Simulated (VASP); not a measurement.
A run of VASP 6.6.1 is set up as follows.

The input POSCAR:

```
HfN
1.0
    0.0000000000      2.2628108254      2.2628108254
    2.2628108254      0.0000000000      2.2628108254
    2.2628108254      2.2628108254      0.0000000000
Hf N
1 1
Direct
    0.0000000000      0.0000000000      0.0000000000
    0.5000000000      0.5000000000      0.5000000000
```

Contents of INCAR.step1:

```
PREC = Accurate ; ENCUT = 600
ISMEAR = -1 ; SIGMA = 0.15
LREAL = F ; LASPH = T
NELM = 80 ; GGA = PE
ALGO = Normal ; EDIFF = 1E-4
LWAVE = T ; LCHARG = F
```

The input INCAR.step2:

```
PREC = Accurate ; ENCUT = 600
EDIFF = 1E-7 ; ISMEAR = -1
SIGMA = 0.15 ; LREAL = F
LASPH = T ; NELM = 80
ALGO = Normal ; ISIF = 3
LWAVE = F ; LCHARG = F
METAGGA = R2SCAN ; LMIXTAU = T
IBRION = 2 ; NSW = 80
EDIFFG = -0.001 ; ISTART = 1
```

File KPOINTS:

```
Automatic mesh
0
Gamma
  22 22 22
```

Potentials or basis: VASP PAW PBE potentials, release 64 (Hf_pv, N).

Command:

```console
$ cat potpaw_PBE.64/Hf_pv/POTCAR potpaw_PBE.64/N/POTCAR > POTCAR
$ cp INCAR.step1 INCAR
$ mpirun -np 1 vasp_std > vasp.out
$ cp INCAR.step2 INCAR
$ mpirun -np 1 vasp_std > vasp.out
```

Question: What does it give for the relaxed volume?

Answer: 11.48 Å³/atom.

Question: Estimate the band gap on the k mesh.

Answer: Zero (an odd number of electrons rules out a gap without spin polarisation).

Step by step:
```
step  energy change (eV)  largest force (eV/Å)  pressure (GPa)  volume (Å³)
   1              0.0000                0.0000           -2.51        23.17
   2              0.0051                0.0000            5.26        22.57
   3             -0.0015                0.0000           -0.10        22.98
   4             -0.0015                0.0000            0.00        22.97
```

Caveat: the PAW data sets were made with another functional, which shifts forces and pressure a little; spin-orbit coupling is left out, which moves the levels of the heavy elements; an odd number of electrons without spin polarisation forces a metal; a magnetic or distorted state may lie lower.
